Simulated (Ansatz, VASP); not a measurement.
InPd in VASP and in Ansatz

```
In Pd
1.0
     0.00000    2.74607    2.74607
     2.74607    0.00000    2.74607
     2.74607    2.74607    0.00000
In Pd
1 1
Direct
  0.00000 0.00000 0.00000
  0.50000 0.50000 0.50000
```

Alike in both runs: task relaxation of cell and atoms; functional PBEsol-based screened hybrid with a share of 0.25 of exact exchange and HFSCREEN = 0.207; k mesh 4 × 4 × 4; occupations fermi-dirac, width 0.05 eV; no spin polarisation.

|  | VASP | Ansatz |
| --- | --- | --- |
| version | VASP 6.6.1 | Ansatz 0.2.0 |
| potentials or method | VASP PAW PBE potentials, release 64 (In_d, Pd) | Ansatz PAW |
| plane-wave cutoff (eV) | 600 | 420 |
| valence electrons in the cell | 23 | 31 |

```csv
,VASP,Ansatz,Ansatz less VASP
"gap on the k mesh at the Fermi level, each at its own relaxed structure (eV)",none,none,-
relaxed volume (Å³/atom),19.23,19.14,-0.088
relaxed length of the cell vector where the two differ most in proportion (Å),3.789,3.783,-0.0058
```

VASP's potentials were made for PBE, not for PBEsol-based screened hybrid. A gap of «none» marks a metal or a gap that the smearing closes. VASP's potentials hold 23 valence electrons a cell and Ansatz's 31, so a difference there can come from the potentials and not from the codes.

The k mesh is coarse, so the values compare programs but aren't converged. Noted on Ansatz's run: the plane-wave basis is chosen anew once the cell has moved, so the energies of steps on either side of that aren't comparable.
